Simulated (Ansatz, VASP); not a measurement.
**W in VASP and in Ansatz**

```
W
1.0
    -1.59730    1.53740    1.53740
     1.59730   -1.65720    1.65720
     1.59730    1.65720   -1.65720
W
1
Direct
  0.00000 0.00000 0.00000
```

Change from the starting cell: strain -0.0750 x Voigt [0, 0, 0, 1, 0, 0], atoms carried along.

Alike in both runs: task single point; functional PBEsol; k mesh 20 × 20 × 20; occupations gaussian, width 0.15 eV; no spin polarisation.

```csv
,VASP,Ansatz
version,VASP 6.6.1,Ansatz 0.2.0
potentials or method,"VASP PAW PBE potentials, release 64 (W_sv), cutoff 520 eV","scalar-relativistic, plane waves, PAW"
valence electrons in the cell,14,14
```

Ansatz gave:

- gap on the k mesh at the Fermi level (eV): none
- pressure (GPa): -10.1
- traceless stress, the component that is largest in VASP (GPa): 10.22

What did VASP give for the same quantities?

gap on the k mesh at the Fermi level (eV): none; pressure (GPa): -9.6; traceless stress, the component that is largest in VASP (GPa): 10.38.

VASP's potentials were made for PBE, not for PBEsol. A gap of «none» marks a metal or a gap that the smearing closes. The functional is the same, so the differences come from potentials, cutoffs and numerics.

Neither program's run includes spin-orbit coupling.
